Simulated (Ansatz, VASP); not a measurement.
# Zn: VASP beside Ansatz

INCAR

```
  PREC = Accurate
  ENCUT = 520
  EDIFF = 1E-6
  ISMEAR = 0
  SIGMA = 0.15
  LREAL = False
  LASPH = True
  NELM = 100
  ALGO = Fast
  ISIF = 2
  LWAVE = False
  LCHARG = False
  GGA = PE
  NBANDS = 19
```

File KPOINTS:

```
regular mesh
0
Gamma
  24 24 12
```

Contents of POSCAR:

```
Zn
1.0
    2.6218099222      0.0000000000      0.0000000000
   -1.3109049611      2.2705539965      0.0000000000
    0.0000000000      0.0000000000      5.1102455899
Zn
2
Direct
    0.3333333333      0.6666666667      0.2500000000
    0.6666666667      0.3333333333      0.7500000000
```

Input for Ansatz:

```yaml
crystal:
  lattice:
    - [2.6218099222, 0.0, 0.0]
    - [-1.3109049611, 2.2705539965, 0.0]
    - [0.0, 0.0, 5.1102455899]
  atoms:
    - { symbol: Zn, position: [0.3333333333, 0.6666666667, 0.25] }
    - { symbol: Zn, position: [0.6666666667, 0.3333333333, 0.75] }
basis:
  ecutwfc: 420
kpoints:
  mp_grid: { grid: [24, 24, 12] }
hamiltonian:
  xc: pbe
scf:
  occupations: { method: gaussian, width: 0.15 }
output:
  forces: true
  stress: true
  eigenvalues: true
```

Alike in both runs: task single point; functional PBE; k mesh 24 × 24 × 12; occupations gaussian, width 0.15 eV; no spin polarisation.

|  | VASP | Ansatz |
| --- | --- | --- |
| version | VASP 6.6.1 | Ansatz 0.2.0 |
| potentials or method | VASP PAW PBE potentials, release 64 (Zn), cutoff 520 eV | scalar-relativistic, plane waves, PAW |
| valence electrons in the cell | 24 | 24 |

```csv
,VASP,Ansatz,Ansatz less VASP
gap on the k mesh at the Fermi level (eV),none,none,-
pressure (GPa),1.7,0.8,-0.84
"traceless stress, the component that is largest in VASP (GPa)",-1.35,-1.17,+0.180
```

A gap of «none» marks a metal or a gap that the smearing closes.
